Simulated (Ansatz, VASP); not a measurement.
## Si3N4 in VASP and in Ansatz

```
N Si
1.0
     7.56471    0.00000    0.00000
    -3.78236    6.55123    0.00000
     0.00000    0.00000    2.89429
N Si
8 6
Direct
  0.33333 0.66667 0.25000
  0.66667 0.33333 0.75000
  0.33014 0.03058 0.25000
  0.29955 0.33014 0.75000
  0.96942 0.29955 0.25000
  0.66986 0.96942 0.75000
  0.70045 0.66986 0.25000
  0.03058 0.70045 0.75000
  0.17464 0.76861 0.25000
  0.40603 0.17464 0.75000
  0.23139 0.40603 0.25000
  0.82536 0.23139 0.75000
  0.59397 0.82536 0.25000
  0.76861 0.59397 0.75000
```

Alike in both runs: functional r2SCAN; k mesh 4 × 4 × 7; occupations fermi-dirac, width 0.0996 eV; no spin polarisation.

Ansatz relaxed the structure, and its values are those at the end. VASP's run is a single point on that final structure, the one shown.

```csv
,VASP,Ansatz
version,VASP 6.6.1,Ansatz 0.2.0
potentials or method,"VASP PAW PBE potentials, release 64 (N, Si), cutoff 520 eV",PAW plane waves
valence electrons in the cell,64,64
```

Ansatz gave:

```
gap on the k mesh at the Fermi level (eV) : 5.03
pressure (GPa)                            : 3.8
```

Which values does VASP return?

gap on the k mesh at the Fermi level (eV): 5.03; pressure (GPa): 3.7.

VASP's potentials were made for PBE, not for r2SCAN. With one functional, cell and mesh, what is left measures potentials, basis and numerics. Ansatz's warnings: stress scf threshold loose, structure snapped to symmetry.
